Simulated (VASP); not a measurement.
# TaN (P-62m) in VASP: single point with PBEsol

Aim: the single point of TaN with PBEsol.

Program: VASP 6.6.1. These are calculated values, not measurements. Logs are shortened: lines on timing, memory, paths and dates and some standing lists are left out, and cuts for length are marked.

**1. The cell of the first run**

Symmetry: P-62m, No. 189, hexagonal system. Conventional cell: a = 5.178 Å, b = 5.178 Å, c = 2.896 Å, α = 90.00°, β = 90.00°, γ = 120.00°. Within 2.7 Å of Ta (site symmetry -62m) lie 3 N at 2.04 Å. Ta (site symmetry -6) has 6 N at 2.15 Å and 5 Ta at 2.90 to 2.99 Å within 3.0 Å. Within 2.9 Å of N (site symmetry m2m) lie 5 Ta at 2.04 to 2.15 Å and 6 N at 2.76 to 2.90 Å.

**2. Single point, PBEsol**

INCAR reads:

```
ALGO = Normal
EDIFF = 1E-7
ENCUT = 520
GGA = PS
ISIF = 2
ISMEAR = 1
LASPH = True
LCHARG = True
LELF = True
LREAL = False
LVHAR = True
LWAVE = False
NBANDS = 60
NELM = 60
PREC = Accurate
SIGMA = 0.1
```

KPOINTS reads:

```
k-points
0
Gamma
  4 4 3
```

POSCAR reads:

```
TaN
1.0
    5.1783381777     -0.0000000287      0.0000000000
   -2.5891690640      4.4845724256      0.0000000000
    0.0000000000      0.0000000000      5.7917586573
Ta N
6 6
Direct
    0.0000000000      0.0000000000      0.0000000000
    0.3333333333      0.6666666667      0.2500000000
    0.6666666667      0.3333333333      0.2500000000
    0.0000000000      0.0000000000      0.5000000000
    0.3333333333      0.6666666667      0.7500000000
    0.6666666667      0.3333333333      0.7500000000
    0.3934141389      0.0000000000      0.0000000000
    0.6065858611      0.6065858611      0.0000000000
    0.0000000000      0.3934141389      0.0000000000
    0.3934141389      0.0000000000      0.5000000000
    0.6065858611      0.6065858611      0.5000000000
    0.0000000000      0.3934141389      0.5000000000
```

Potentials or basis: VASP PAW PBE potentials, release 64 (Ta_pv, N).

Command:

```sh
$ cat potpaw_PBE.64/Ta_pv/POTCAR potpaw_PBE.64/N/POTCAR > POTCAR
$ mpirun -np 1 vasp_std > vasp.out
```

OUTCAR:

```text
EDIFF = 1E-7
   ENCUT = 520
   GGA = PS
   ISIF = 2
   ISMEAR = 1
   LASPH = True
   LREAL = False
   NELM = 60
   PREC = Accurate

 ion  position               nearest neighbor table
   1  0.000  0.000  0.000-   8 2.04   9 2.04   7 2.04   4 2.90   4 2.90   3 3.32   2 3.32   5 3.32
                             6 3.32   5 3.32   2 3.32   3 3.32   6 3.32   6 3.32   3 3.32   2 3.32
   2  0.333  0.667  0.250-   7 2.15  10 2.15   9 2.15  12 2.15  11 2.15   8 2.15   5 2.90   5 2.90
                             3 2.99   3 2.99   3 2.99   4 3.32   1 3.32   4 3.32   1 3.32   4 3.32
   3  0.667  0.333  0.250-   9 2.15  12 2.15  10 2.15   7 2.15  11 2.15   8 2.15   6 2.90   6 2.90
                             2 2.99   2 2.99   2 2.99   4 3.32   1 3.32   1 3.32   4 3.32   1 3.32
   4  0.000  0.000  0.500-  11 2.04  12 2.04  10 2.04   1 2.90   1 2.90   2 3.32   3 3.32   5 3.32
                             6 3.32   5 3.32   2 3.32   3 3.32   6 3.32   6 3.32   3 3.32   2 3.32
   5  0.333  0.667  0.750-   7 2.15  10 2.15   9 2.15  12 2.15  11 2.15   8 2.15   2 2.90   2 2.90
                             6 2.99   6 2.99   6 2.99   4 3.32   1 3.32   4 3.32   1 3.32   4 3.32
   6  0.667  0.333  0.750-   9 2.15  12 2.15  10 2.15   7 2.15  11 2.15   8 2.15   3 2.90   3 2.90
                             5 2.99   5 2.99   5 2.99   4 3.32   1 3.32   1 3.32   4 3.32   1 3.32
   7  0.393  0.000  0.000-   1 2.04   2 2.15   5 2.15   3 2.15   6 2.15
   8  0.607  0.607  0.000-   1 2.04   3 2.15   6 2.15   5 2.15   2 2.15
   9  0.000  0.393  0.000-   1 2.04   3 2.15   6 2.15   5 2.15   2 2.15
  10  0.393  0.000  0.500-   4 2.04   2 2.15   5 2.15   3 2.15   6 2.15
  11  0.607  0.607  0.500-   4 2.04   3 2.15   6 2.15   5 2.15   2 2.15
[... 8 lines left out ...]
 A1 = (   5.1783381777,  -0.0000000287,   0.0000000000)
 A2 = (  -2.5891690640,   4.4845724256,   0.0000000000)
 A3 = (   0.0000000000,   0.0000000000,   5.7917586573)

Analysis of symmetry for initial positions (statically):
=====================================================================
 Subroutine PRICEL returns following result:

  LATTYP: Found a hexagonal cell.
 ALAT       =     5.1783381777
 C/A-ratio  =     0.5592294727

  Lattice vectors:

 A1 = (   5.1783381777,  -0.0000000287,   0.0000000000)
 A2 = (  -2.5891690640,   4.4845724256,   0.0000000000)
 A3 = (   0.0000000000,   0.0000000000,   2.8958793286)

   2 primitive cells build up your supercell.

 Routine SETGRP: Setting up the symmetry group for a
 hexagonal supercell.

 Subroutine GETGRP returns: Found 12 space group operations
 (whereof 12 operations were pure point group operations)
 out of a pool of 24 trial point group operations.

The static configuration has the point symmetry D_3h.
[... 130 lines left out ...]
   ISMEAR =     1;   SIGMA  =   0.10  broadening in eV -4-tet -1-fermi 0-gaus
   EFERMI_NEDOS =   21; number of points for ismear=-14 and -15
   IALGO  =     38    algorithm
   IMIX   =      4    mixing-type and parameters
     AMIX     =   0.40;   BMIX     =  1.00
     AMIX_MAG =   1.60;   BMIX_MAG =  1.00
  volume/ion in A,a.u.               =      11.21        75.64
  Fermi-wavevector in a.u.,A,eV,Ry     =   1.463046  2.764756 29.123314  2.140503
  Thomas-Fermi vector in A             =   2.579187
   LORBIT       =      0    0 simple, 1 ext, 2 COOP (PROOUT), +10 PAW based schemes
   GGA     = PS    functional components
   LHFCALC =     F    Hartree Fock is set to
   AEXX    =    0.0000 exact exchange contribution
   IVDW    =     0    specifies the selected vdW correction
   LEPSILON=     F    determine dielectric tensor
   LRPA    =     F    only Hartree local field effects (RPA)
 non-spin polarized calculation
 Methfessel and Paxton  Order N= 1 SIGMA  =   0.10
  energy-cutoff  :      520.00
  volume of cell :      134.50
 maximum number of plane-waves:      3657
 NGX is ok and might be reduce to    40
   NGX = 19   NGY = 19   NGZ = 21

 number of electron      96.0000000 magnetization

 Free energy of the ion-electron system (eV)
  ---------------------------------------------------
  ext. energy  EPLUGINS =         0.00000000
  ---------------------------------------------------
  free energy    TOTEN  =      -142.83061031 eV

  energy without entropy =     -142.82492674  energy(sigma->0) =     -142.82871579

 E-fermi :   8.3629     XC(G=0): -13.2255

 val. band max:        8.3615710468   @ k =   0.2500   0.0000   0.3333
 cond. band min:       8.4574175106   @ k =   0.2500   0.0000   0.0000
 fundamental gap:      0.0958464638
 Fermi energy:         8.3628995715

 k-point     1 :       0.0000    0.0000    0.0000
  band No.  band energies     occupation
      1     -28.2067      2.00000
      2     -28.0038      2.00000
      3     -27.8761      2.00000
      4     -27.8761      2.00000
      5     -27.7171      2.00000
      6     -27.7171      2.00000
[... 493 lines left out ...]
     59      11.3657      0.00000
     60      11.6951      0.00000

------------------------ aborting loop because EDIFF is reached ----------------------------------------

  FORCE on cell =-STRESS in cart. coord.  units (eV):
  Direction    XX          YY          ZZ          XY          YZ          ZX
  --------------------------------------------------------------------------------------
  -------------------------------------------------------------------------------------
  Total        0.9365702      0.9365702      0.8925779     -0.0000000     -0.0000000      0.0000000
  in kB       11.1565265     11.1565265     10.6324861     -0.0000000     -0.0000000      0.0000000
  external PRESSURE =      10.9818464 kB  Pullay stress =       0.0000000 kB

 VOLUME and BASIS-vectors are now :
 -----------------------------------------------------------------------------
  energy-cutoff  :      520.00
  volume of cell :      134.50
      direct lattice vectors                 reciprocal lattice vectors
     5.178338178 -0.000000029  0.000000000     0.193112147  0.111493349  0.000000000
    -2.589169064  4.484572426  0.000000000     0.000000001  0.222986699  0.000000000
     0.000000000  0.000000000  5.791758657     0.000000000  0.000000000  0.172659128

 POSITION                                       TOTAL-FORCE (eV/Angst)
 -----------------------------------------------------------------------------------
      0.00000      0.00000      0.00000        -0.000000     -0.000000      0.000000
      0.00000      2.98971      1.44794        -0.000000     -0.000000      0.000000
      2.58917      1.49486      1.44794        -0.000000     -0.000000      0.000000
      0.00000      0.00000      2.89588        -0.000000     -0.000000      0.000000
      0.00000      2.98971      4.34382        -0.000000     -0.000000      0.000000
      2.58917      1.49486      4.34382        -0.000000     -0.000000      0.000000
      2.03723     -0.00000      0.00000         0.018935     -0.000000      0.000000
      1.57055      2.72028      0.00000        -0.009468     -0.016398     -0.000000
     -1.01862      1.76429      0.00000        -0.009468      0.016398     -0.000000
      2.03723     -0.00000      2.89588         0.018935     -0.000000      0.000000
      1.57055      2.72028      2.89588        -0.009468     -0.016398     -0.000000
     -1.01862      1.76429      2.89588        -0.009468      0.016398     -0.000000
 -----------------------------------------------------------------------------------
    total drift:                               -0.000003     -0.000005      0.000000

  FREE ENERGIE OF THE ION-ELECTRON SYSTEM (eV)
  ---------------------------------------------------
  free  energy   TOTEN  =      -142.8306103119 eV

  energy  without entropy=     -142.8249267406  energy(sigma->0) =     -142.82871579
```

Run time: 2.2 min. Hardware: 1 thread of AMD EPYC 7R13, shared host; peak memory 0.24 GiB.

Results:

| Property | Result |
| --- | --- |
| Free energy | -142.8306 eV |
| Pressure | 1.1 GPa |
| Largest force | 0.019 eV/Å |
| Band gap on the k mesh | zero (bands 48 and 49 overlap by 0.10 eV) |

Forces on the atoms (eV/Å):
```
Ta   0.000  0.000  0.000
Ta   0.000  0.000  0.000
Ta   0.000  0.000  0.000
Ta   0.000  0.000  0.000
Ta   0.000  0.000  0.000
Ta   0.000  0.000  0.000
N    0.019  0.000  0.000
N   -0.009 -0.016  0.000
N   -0.009  0.016  0.000
N    0.019  0.000  0.000
N   -0.009 -0.016  0.000
N   -0.009  0.016  0.000
```

Levels at points of the mesh, in eV from the Fermi level:
```csv
k point,band 45,band 46,band 47,band 48,band 49,band 50,band 51,band 52
"(0.00, 0.00, 0.00)",-2.99,-2.01,-0.99,-0.99,0.53,0.53,1.79,1.88
"(0.50, 0.00, 0.00)",-2.93,-2.73,-2.04,-1.04,0.44,1.18,1.32,1.76
```

Caveat: the k points lie up to 0.36 Å⁻¹ apart; the PAW data sets were made with another functional, which shifts forces and pressure a little; spin-orbit coupling is left out, which moves the levels of the heavy elements.
